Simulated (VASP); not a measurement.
# Fe (Im-3m) in VASP: notebook

Fe is run at these levels: BLYP; tasks: single point.

All numbers are computed with VASP 6.6.1; they aren't measurements. Logs are shortened: lines on timing, memory, paths and dates and some standing lists are left out, and cuts for length are marked.

## Step 1: The cell of the first run

The structure is cubic, space group Im-3m (No. 229). The conventional cell has a = 2.755 Å, b = 2.755 Å, c = 2.755 Å, α = 90.00°, β = 90.00°, γ = 90.00°. Within 3.2 Å of Fe (site symmetry m-3m) lie 14 Fe at 2.39 to 2.76 Å.

## Step 2: Single point, BLYP, collinear spin, ferromagnetic start (volume scaled by 0.88)

The input, INCAR:

```
SYSTEM = Fe
PREC = Accurate
ENCUT = 520
EDIFF = 1E-6
ISMEAR = -1
SIGMA = 0.05
LREAL = .False.
LASPH = .True.
NELM = 150
ALGO = Normal
ISIF = 2
LWAVE = .False.
LCHARG = .True.
ISPIN = 2
MAGMOM = 2.267
LORBIT = 11
LMAXMIX = 4
GGA = B5
ALDAX = 1.0
AGGAX = 1.0
AGGAC = 1.0
ALDAC = 0.0
LELF = .True.
LVHAR = .True.
NBANDS = 14
```

The input, KPOINTS:

```
regular mesh
0
Gamma
  25 25 25
  0 0 0
```

The input, POSCAR:

```
Fe
1.0
   -1.3775067064      1.3775067064      1.3775067064
    1.3775067064     -1.3775067064      1.3775067064
    1.3775067064      1.3775067064     -1.3775067064
Fe
1
Direct
    0.0000000000      0.0000000000      0.0000000000
```

Potentials or basis: VASP PAW PBE potentials, release 64 (Fe).

On the command line:

```bash
$ cat potpaw_PBE.64/Fe/POTCAR > POTCAR
$ mpirun -np 1 vasp_std > vasp.out
```

OUTCAR:

```text
SYSTEM = Fe
   PREC = Accurate
   ENCUT = 520
   EDIFF = 1E-6
   ISMEAR = -1
   LREAL = .False.
   LASPH = .True.
   NELM = 150
   ISIF = 2
   ISPIN = 2
   LORBIT = 11
   GGA = B5

 ion  position               nearest neighbor table
   1  0.000  0.000  0.000-

  LATTYP: Found a body centered cubic cell.
 ALAT       =     2.7550134128

  Lattice vectors:

 A1 = (  -1.3775067064,   1.3775067064,   1.3775067064)
 A2 = (   1.3775067064,  -1.3775067064,   1.3775067064)
 A3 = (   1.3775067064,   1.3775067064,  -1.3775067064)

Analysis of symmetry for initial positions (statically):
=====================================================================
 Subroutine PRICEL returns:
 Original cell was already a primitive cell.

 Routine SETGRP: Setting up the symmetry group for a
 body centered cubic supercell.

 Subroutine GETGRP returns: Found 48 space group operations
 (whereof 48 operations were pure point group operations)
 out of a pool of 48 trial point group operations.

The static configuration has the point symmetry O_h .

Analysis of symmetry for dynamics (positions and initial velocities):
=====================================================================
 Subroutine PRICEL returns:
 Original cell was already a primitive cell.

 Routine SETGRP: Setting up the symmetry group for a
 body centered cubic supercell.

 Subroutine GETGRP returns: Found 48 space group operations
 (whereof 48 operations were pure point group operations)
 out of a pool of 48 trial point group operations.

The dynamic configuration has the point symmetry O_h .

Analysis of structural, dynamic, and magnetic symmetry:
=====================================================================
 Subroutine PRICEL returns:
 Original cell was already a primitive cell.

 Routine SETGRP: Setting up the symmetry group for a
 body centered cubic supercell.

 Subroutine GETGRP returns: Found 48 space group operations
 (whereof 48 operations were pure point group operations)
 out of a pool of 48 trial point group operations.

The overall configuration has the point symmetry O_h .

 Subroutine INISYM returns: Found 48 space group operations
 (whereof 48 operations are pure point group operations),
 and found     1 'primitive' translations

----------------------------------------------------------------------------------------

                                     Primitive cell

  volume of cell :      10.4554

  direct lattice vectors                    reciprocal lattice vectors
    -1.377506706  1.377506706  1.377506706     0.000000000  0.362974639  0.362974639
     1.377506706 -1.377506706  1.377506706     0.362974639  0.000000000  0.362974639
     1.377506706  1.377506706 -1.377506706     0.362974639  0.362974639  0.000000000
[... 125 lines left out ...]
  ---------------------------------------------------
  free energy    TOTEN  =        -7.06816814 eV

  energy without entropy =       -7.05962815  energy(sigma->0) =       -7.06389814

 E-fermi :   7.2851     XC(G=0): -12.9685

 val. band max:        7.2816602452   @ k =  -0.3600   0.3600   0.2800
 cond. band min:       7.2912787879   @ k =  -0.4000  -0.4800   0.0800
 fundamental gap:      0.0096185428
 Fermi energy:         7.2850581802

 spin component 1

 k-point     1 :       0.0000    0.0000    0.0000
  band No.  band energies     occupation
      1      -1.5353      1.00000
      2       4.7739      1.00000
      3       4.7739      1.00000
      4       4.7739      1.00000
      5       6.1749      1.00000
      6       6.1749      1.00000
      7      33.3487      0.00000
      8      33.3487      0.00000
      9      33.3487      0.00000
     10      39.0217      0.00000
     11      39.0217      0.00000
     12      41.6396      0.00000
     13      41.6396      0.00000
     14      41.6396      0.00000
[... 379 lines left out ...]
      3       6.1993      1.00000
      4       6.3105      1.00000
      5       7.2987      0.43234
      6       8.3080      0.00000
      7      15.8715      0.00000
      8      26.3683      0.00000
      9      28.5731      0.00000
     10      32.6189      0.00000
     11      36.7131      0.00000
     12      43.0741      0.00000
     13      47.3258      0.00000
     14      50.5161      0.00000

 [... further k-points ...]

 spin component 2

 k-point     1 :       0.0000    0.0000    0.0000
  band No.  band energies     occupation
      1      -1.3467      1.00000
      2       6.4374      1.00000
      3       6.4375      1.00000
      4       6.4375      1.00000
      5       8.7209      0.00000
      6       8.7211      0.00000
      7      33.1790      0.00000
      8      33.1790      0.00000
      9      33.1790      0.00000
     10      39.3211      0.00000
     11      39.3211      0.00000
     12      42.2667      0.00000
     13      42.2667      0.00000
     14      42.2668      0.00000
[... 379 lines left out ...]
      3       7.6937      0.00028
      4       8.5544      0.00000
      5       9.0788      0.00000
      6       9.8949      0.00000
      7      17.0522      0.00000
      8      26.5283      0.00000
      9      29.0977      0.00000
     10      33.0855      0.00000
     11      37.3741      0.00000
     12      43.1838      0.00000
     13      47.6618      0.00000
     14      51.1763      0.00000

 [... further k-points ...]

------------------------ aborting loop because EDIFF is reached ----------------------------------------

  FORCE on cell =-STRESS in cart. coord.  units (eV):
  Direction    XX          YY          ZZ          XY          YZ          ZX
  --------------------------------------------------------------------------------------
  -------------------------------------------------------------------------------------
  Total        1.9207775      1.9207775      1.9207775     -0.0000000      0.0000000     -0.0000000
  in kB      294.3381027    294.3381027    294.3381027     -0.0000000      0.0000000     -0.0000000
  external PRESSURE =     294.3381027 kB  Pullay stress =       0.0000000 kB

 VOLUME and BASIS-vectors are now :
 -----------------------------------------------------------------------------
  energy-cutoff  :      520.00
  volume of cell :       10.46
      direct lattice vectors                 reciprocal lattice vectors
    -1.377506706  1.377506706  1.377506706     0.000000000  0.362974639  0.362974639
     1.377506706 -1.377506706  1.377506706     0.362974639  0.000000000  0.362974639
     1.377506706  1.377506706 -1.377506706     0.362974639  0.362974639  0.000000000

 POSITION                                       TOTAL-FORCE (eV/Angst)
 -----------------------------------------------------------------------------------
      0.00000      0.00000      0.00000         0.000000      0.000000      0.000000
 -----------------------------------------------------------------------------------
    total drift:                                0.000000      0.000000      0.000000

  FREE ENERGIE OF THE ION-ELECTRON SYSTEM (eV)
  ---------------------------------------------------
  free  energy   TOTEN  =        -7.0681681418 eV

  energy  without entropy=       -7.0596281456  energy(sigma->0) =       -7.06389814

 total charge

# of ion       s       p       d       tot
------------------------------------------
    1        0.524   0.597   6.369   7.490

 magnetization (x)

# of ion       s       p       d       tot
------------------------------------------
    1       -0.012  -0.049   2.075   2.014
```

It took 51 s on 1 thread of Intel Xeon 6975P-C (Granite Rapids), shared host; peak memory 0.21 GiB.

Results:

| Item | Value |
| --- | --- |
| Free energy | -7.0682 eV |
| Pressure | 29.4 GPa |
| Band gap on the k mesh | zero (filled and empty bands overlap) |
| Net moment | 2.04 μB per cell |
| Site moments | Fe +2.01 μB |
| Valence electrons inside the program's atomic spheres | Fe 7.49 |

Caveat: the PAW data sets were made with another functional, which shifts forces and pressure a little.

## Step 3: Single point, BLYP, collinear spin, ferromagnetic start (volume scaled by 0.92)

The input, INCAR:

```
PREC = Accurate
ENCUT = 520
EDIFF = 1E-6
ISMEAR = -1
SIGMA = 0.05
LREAL = False
LASPH = True
NELM = 150
ALGO = Normal
ISIF = 2
LWAVE = False
LCHARG = True
ISPIN = 2
MAGMOM = 2.267
LORBIT = 11
LMAXMIX = 4
GGA = B5
ALDAX = 1.0
AGGAX = 1.0
AGGAC = 1.0
ALDAC = 0.0
LELF = True
LVHAR = True
NBANDS = 14
```

The input, KPOINTS:

```
Automatic mesh
0
Gamma
  25 25 25
```

The input, POSCAR:

```
Fe
1.0
   -1.3980695396      1.3980695396      1.3980695396
    1.3980695396     -1.3980695396      1.3980695396
    1.3980695396      1.3980695396     -1.3980695396
Fe
1
Direct
    0.0000000000      0.0000000000      0.0000000000
```

Potentials or basis: VASP PAW PBE potentials, release 64 (Fe).

On the command line:

```bash
$ cat potpaw_PBE.64/Fe/POTCAR > POTCAR
$ mpirun -np 1 vasp_std > vasp.out
```

Run time: 48 s. Hardware: 1 thread of Intel Xeon 6975P-C (Granite Rapids), shared host; peak memory 0.21 GiB.

The run converged. Its results:

```
Free energy                                           : -7.1369 eV
Pressure                                              : 17.2 GPa
Net moment                                            : 2.11 μB per cell
Site moments                                          : Fe +2.09 μB
Valence electrons inside the program's atomic spheres : Fe 7.39
```

Levels at points of the mesh, in eV from the Fermi level:
Spin up:
| k point | band 1 | band 2 | band 3 | band 4 | band 5 | band 6 | band 7 | band 8 | band 9 | band 10 |
| --- | --- | --- | --- | --- | --- | --- | --- | --- | --- | --- |
| (0.00, 0.00, 0.00) | -8.54 | -2.40 | -2.40 | -2.40 | -1.09 | -1.09 | 25.65 | 25.65 | 25.65 | 31.01 |
Spin down:
```
           k point  band 1  band 2  band 3  band 4  band 5  band 6  band 7  band 8
(0.00, 0.00, 0.00)   -8.36   -0.67   -0.66   -0.66    1.50    1.50   25.46   25.46
```

Caveat: the PAW data sets were made with another functional, which shifts forces and pressure a little.

## Step 4: Single point, BLYP, collinear spin, ferromagnetic start (volume scaled by 0.96)

The input, INCAR:

```
PREC = Accurate ; ENCUT = 520
EDIFF = 1E-6 ; ISMEAR = -1
SIGMA = 0.05 ; LREAL = False
LASPH = True ; NELM = 150
ALGO = Normal ; ISIF = 2
LWAVE = False ; LCHARG = True
ISPIN = 2 ; MAGMOM = 2.267
LORBIT = 11 ; LMAXMIX = 4
GGA = B5 ; ALDAX = 1.0
AGGAX = 1.0 ; AGGAC = 1.0
ALDAC = 0.0 ; LELF = True
LVHAR = True ; NBANDS = 14
```

KPOINTS is that of step 3.

The input, POSCAR:

```
Fe
1.0
   -1.4180446604      1.4180446604      1.4180446604
    1.4180446604     -1.4180446604      1.4180446604
    1.4180446604      1.4180446604     -1.4180446604
Fe
1
Direct
    0.0000000000      0.0000000000      0.0000000000
```

On the command line:

```bash
$ cat potpaw_PBE.64/Fe/POTCAR > POTCAR
$ mpirun -np 1 vasp_std > vasp.out
```

Run time: 53 s. Hardware: 1 thread of Intel Xeon 6975P-C (Granite Rapids), shared host; peak memory 0.21 GiB.

Results (log left out):

* Free energy: -7.1729 eV
* Pressure: 7.5 GPa
* Net moment: 2.16 μB per cell
* Site moments: Fe +2.15 μB
* Valence electrons inside the program's atomic spheres: Fe 7.30

Levels at points of the mesh, in eV from the Fermi level:
Spin up:
| k point | band 3 | band 4 | band 5 | band 6 | band 7 | band 8 |
| --- | --- | --- | --- | --- | --- | --- |
| (0.00, 0.00, 0.00) | -2.29 | -2.29 | -1.07 | -1.07 | 25.26 | 25.26 |
Spin down:
```csv
k point,band 1,band 2,band 3,band 4,band 5,band 6,band 7
"(0.00, 0.00, 0.00)",-8.09,-0.50,-0.50,-0.50,1.57,1.57,25.05
```

Caveat: the PAW data sets were made with another functional, which shifts forces and pressure a little.

[end of part 1 of 2]
